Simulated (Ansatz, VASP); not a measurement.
## Ag in VASP and in Ansatz

```
Ag
1.0
     2.79362    0.00000    0.00000
    -1.39681    2.41935    0.00000
     0.00000    0.00000    4.51788
Ag
2
Direct
  0.33333 0.66667 0.25000
  0.66667 0.33333 0.75000
```

Alike in both runs: task single point; functional r2SCAN; k mesh 14 × 14 × 8; occupations fermi-dirac, width 0.1 eV; no spin polarisation.

|  | VASP | Ansatz |
| --- | --- | --- |
| version | VASP 6.6.1 | Ansatz 0.2.0 |
| potentials or method | VASP PAW PBE potentials, release 64 (Ag), cutoff 520 eV | plane waves (500 eV) with PAW, scalar-relativistic |
| valence electrons in the cell | 22 | 38 |

Ansatz gave:

* pressure (GPa): 18.7
* traceless stress, the component that is largest in VASP (GPa): 1.19

Question: Estimate VASP's values.

Answer: Pressure (GPa): 19.2; traceless stress, the component that is largest in VASP (GPa): 1.22.

VASP's potentials were made for PBE, not for r2SCAN. VASP's potentials hold 22 valence electrons a cell and Ansatz's 38, so a difference there can come from the potentials and not from the codes.
